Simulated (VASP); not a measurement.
Crystal: GaN.

```
Ga N
1.0
     3.19000    0.00000    0.00000
    -1.59500    2.76262    0.00000
     0.00000    0.00000    5.18900
Ga N
2 2
Direct
  0.33333 0.66667 0.00000
  0.66667 0.33333 0.50000
  0.33333 0.66667 0.37700
  0.66667 0.33333 0.87700
```

```yaml
Program: VASP 6.6.1
Task: relaxation of cell and atoms
Functional: PBE
Potentials_or_basis: VASP PAW PBE potentials, release 64 (Ga_d, N)
Cutoff: 600 eV
k_mesh: 6 × 6 × 4
Occupations: gaussian, width 0.02 eV
Spin: no spin polarisation
```

At the start: pressure 5.0 GPa; volume 11.43 Å³/atom.

Question: Where does the relaxation end?

Answer: Over 13 steps the energy falls by 4.9 meV/atom and the volume is 11.76 Å³/atom (+2.8 %); space group P6_3mc (No. 186, to 0.1 Å) before and after.

Step by step:
| step | energy change (eV) | largest force (eV/Å) | pressure (GPa) | volume (Å³) |
| --- | --- | --- | --- | --- |
| 1 | 0.0000 | 0.0058 | 5.01 | 45.73 |
| 2 | -0.0061 | 0.0026 | -3.76 | 48.14 |
| 3 | -0.0197 | 0.0045 | 0.05 | 47.02 |
| 4 | -0.0197 | 0.0045 | -0.47 | 47.05 |
| 5 | -0.0194 | 0.0058 | 0.69 | 46.83 |
| 6 | -0.0197 | 0.0049 | 0.07 | 46.99 |
| 7 | -0.0197 | 0.0056 | -0.03 | 47.00 |
| 8 | -0.0197 | 0.0047 | 0.03 | 47.00 |
| 9 | -0.0197 | 0.0049 | 0.10 | 47.00 |
| 10 | -0.0198 | 0.0031 | -0.16 | 47.03 |
| 11 | -0.0198 | 0.0045 | 0.03 | 47.02 |
| 12 | -0.0198 | 0.0026 | -0.10 | 47.03 |
| 13 | -0.0198 | 0.0048 | -0.05 | 47.02 |

Final structure:
```
Ga N
1.0
     3.21867    0.00000    0.00000
    -1.60933    2.78745    0.00000
     0.00000    0.00000    5.24126
Ga N
2 2
Direct
  0.33333 0.66667 0.00006
  0.66667 0.33333 0.50006
  0.33333 0.66667 0.37694
  0.66667 0.33333 0.87694
```
